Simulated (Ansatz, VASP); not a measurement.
## Na in VASP and in Ansatz

```
Na
1.0
    -2.15985    2.11750    2.11750
     2.11750   -2.15985    2.11750
     2.11750    2.11750   -2.15985
Na
1
Direct
  0.00000 0.00000 0.00000
```

Change from the starting cell: equal xy, yz and zx shear strains of -2 %, crystal datasets.

Alike in both runs: task electric field gradients; functional PBEsol; k mesh 12 × 12 × 12; occupations fermi-dirac, width 0.05 eV; no spin polarisation.

```csv
,VASP,Ansatz
version,VASP 6.6.1,Ansatz 0.2.0
potentials or method,"VASP PAW PBE potentials, release 64 (Na_pv), cutoff 520 eV","all-electron PAW with datasets made for the crystal, scalar-relativistic"
```

```tsv
	VASP	Ansatz	Ansatz less VASP
pressure (GPa)	-0.3	-0.3	0.00
traceless stress, the component that is largest in VASP (GPa)	0.09	0.09	-0.001
size of Vzz on the site where it differs most (V/Å²)	0.5	0.5	+0.01
```

VASP's potentials were made for PBE, not for PBEsol. Ansatz ran all-electron here, and VASP with PAW potentials.
